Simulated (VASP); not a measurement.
Here is a VASP 6.6.1 calculation.

The input INCAR:

```
PREC     = Accurate       # precision mode
ENCUT    = 600            # plane-wave cutoff, eV
EDIFF    = 1E-6           # SCF threshold, eV
ISMEAR   = -1             # smearing method
SIGMA    = 0.02           # smearing width, eV
LREAL    = F              # projectors in reciprocal space
LASPH    = T              # aspherical terms in the spheres
NELM     = 200            # most SCF steps
ALGO     = Normal         # electronic algorithm
ISIF     = 2              # what is computed and relaxed
LWAVE    = F              # write WAVECAR
LCHARG   = T              # write CHGCAR
GGA      = PE             # functional
LELF     = T              # ELF
LVHAR    = T            
NBANDS   = 19             # bands
GGA_COMPAT= F            
LMAXMIX  = 6              # l up to which the mixer works
```

KPOINTS

```
regular mesh
0
Gamma
  8 8 8
```

File POSCAR:

```
CeO2
1.0
    0.0000000000      2.7186496227      2.7186496227
    2.7186496227      0.0000000000      2.7186496227
    2.7186496227      2.7186496227      0.0000000000
Ce O
1 2
Direct
    0.0000000000      0.0000000000      0.0000000000
    0.2500000000      0.2500000000      0.2500000000
    0.7500000000      0.7500000000      0.7500000000
```

Potentials or basis: VASP PAW PBE potentials, release 64 (Ce, O).

Command:

```bash
$ cat potpaw_PBE.64/Ce/POTCAR potpaw_PBE.64/O/POTCAR > POTCAR
$ mpirun -np 1 vasp_std > vasp.out
```

**Question.** Predict the pressure.

**Answer.** 2.6 GPa.

**Question.** What does it give for the band gap on the k mesh?

**Answer.** 1.91 eV (least direct gap 2.01 eV).

Caveat: spin-orbit coupling is left out, which moves the levels of the heavy elements. Spin polarisation is off, so any magnetic state and its effect on volume and gap are missing.
